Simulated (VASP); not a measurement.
A run of VASP 6.6.1 is set up as follows.

File INCAR:

```
PREC     = Accurate       # precision mode
ENCUT    = 600            # plane-wave cutoff, eV
EDIFF    = 1E-6           # SCF threshold, eV
ISMEAR   = -1             # smearing method
SIGMA    = 0.05           # smearing width, eV
LREAL    = False          # projectors in reciprocal space
LASPH    = True           # aspherical terms in the spheres
NELM     = 60             # most SCF steps
ALGO     = Normal         # electronic algorithm
ISIF     = 3              # what is computed and relaxed
LWAVE    = False          # write WAVECAR
LCHARG   = False          # write CHGCAR
GGA      = CA             # functional
IBRION   = 2              # ionic algorithm
NSW      = 60             # ionic steps
EDIFFG   = -0.01          # ionic threshold
```

File KPOINTS:

```
regular mesh
0
Gamma
  6 6 4
```

Contents of POSCAR:

```
SiO2
1.0
    4.9755888200      0.0000000000      0.0000000000
    0.0000000000      4.9755888200      0.0000000000
    0.0000000000      0.0000000000      6.9008894400
Si O
4 8
Direct
    0.8032465600      0.8032465600      0.5000000000
    0.6967534400      0.3032465600      0.2500000000
    0.3032465600      0.6967534400      0.7500000000
    0.1967534400      0.1967534400      0.0000000000
    0.7617576300      0.1103870700      0.4320415600
    0.8896129300      0.2382423700      0.0679584400
    0.1103870700      0.7617576300      0.5679584400
    0.2617576300      0.3896129300      0.8179584400
    0.2382423700      0.8896129300      0.9320415600
    0.7382423700      0.6103870700      0.3179584400
    0.3896129300      0.2617576300      0.1820415600
    0.6103870700      0.7382423700      0.6820415600
```

Potentials or basis: VASP PAW LDA potentials, release 64 (Si, O).

Launch:

```bash
$ cat potpaw_LDA.64/Si/POTCAR potpaw_LDA.64/O/POTCAR > POTCAR
$ mpirun -np 1 vasp_std > vasp.out
```

Predict the band gap on the k mesh.

5.56 eV.

Estimate the relaxed volume.

13.86 Å³/atom.

Predict the relaxed cell.

a = 4.931 Å, b = 4.931 Å, c = 6.842 Å, α = 90.00°, β = 90.00°, γ = 90.00°.

What does it give for the space group after relaxing (to 0.1 Å)?

P4_32_12 (No. 96).

The path:
| step | energy change (eV) | largest force (eV/Å) | pressure (GPa) | volume (Å³) |
| --- | --- | --- | --- | --- |
| 1 | 0.0000 | 0.0692 | -1.28 | 170.84 |
| 2 | 0.0060 | 0.1470 | 1.89 | 168.04 |
| 3 | -0.0050 | 0.0204 | -0.01 | 169.71 |
| 4 | -0.0049 | 0.0192 | -0.05 | 169.73 |
| 5 | -0.0051 | 0.0322 | -0.04 | 169.67 |
| 6 | -0.0051 | 0.0326 | -0.04 | 169.67 |
| 7 | -0.0051 | 0.0290 | -0.03 | 169.63 |
| 8 | -0.0053 | 0.0193 | 0.00 | 169.54 |
| 9 | -0.0053 | 0.0409 | 0.06 | 169.36 |
| 10 | -0.0053 | 0.0225 | 0.03 | 169.44 |
| 11 | -0.0054 | 0.0216 | 0.01 | 169.44 |
| 12 | -0.0055 | 0.0191 | -0.07 | 169.43 |
| 13 | -0.0055 | 0.0180 | -0.21 | 169.41 |
| 14 | -0.0056 | 0.0176 | -0.22 | 169.40 |
| 15 | -0.0056 | 0.0166 | -0.21 | 169.36 |
| 16 | -0.0057 | 0.0158 | -0.21 | 169.28 |
| 17 | -0.0059 | 0.0183 | -0.20 | 169.12 |
| 18 | -0.0062 | 0.0230 | -0.18 | 168.80 |
| 19 | -0.0063 | 0.0359 | -0.13 | 168.17 |
| 20 | -0.0065 | 0.0311 | 0.00 | 167.86 |
| 21 | -0.0065 | 0.0323 | 0.01 | 167.84 |
| 22 | -0.0069 | 0.0268 | 0.09 | 167.61 |
| 23 | -0.0071 | 0.0500 | 0.23 | 167.21 |
| 24 | -0.0073 | 0.0436 | 0.20 | 167.14 |
| 25 | -0.0077 | 0.0269 | 0.10 | 166.94 |
| 26 | -0.0077 | 0.0489 | -0.10 | 166.53 |
| 27 | -0.0078 | 0.0260 | 0.01 | 166.74 |
| 28 | -0.0079 | 0.0188 | -0.02 | 166.73 |
| 29 | -0.0080 | 0.0297 | -0.10 | 166.68 |
| 30 | -0.0080 | 0.0245 | -0.10 | 166.65 |
| 31 | -0.0082 | 0.0116 | -0.09 | 166.56 |
| 32 | -0.0082 | 0.0268 | -0.07 | 166.36 |
| 33 | -0.0082 | 0.0158 | -0.08 | 166.44 |
| 34 | -0.0082 | 0.0092 | -0.03 | 166.36 |

A k mesh can miss the band edges.
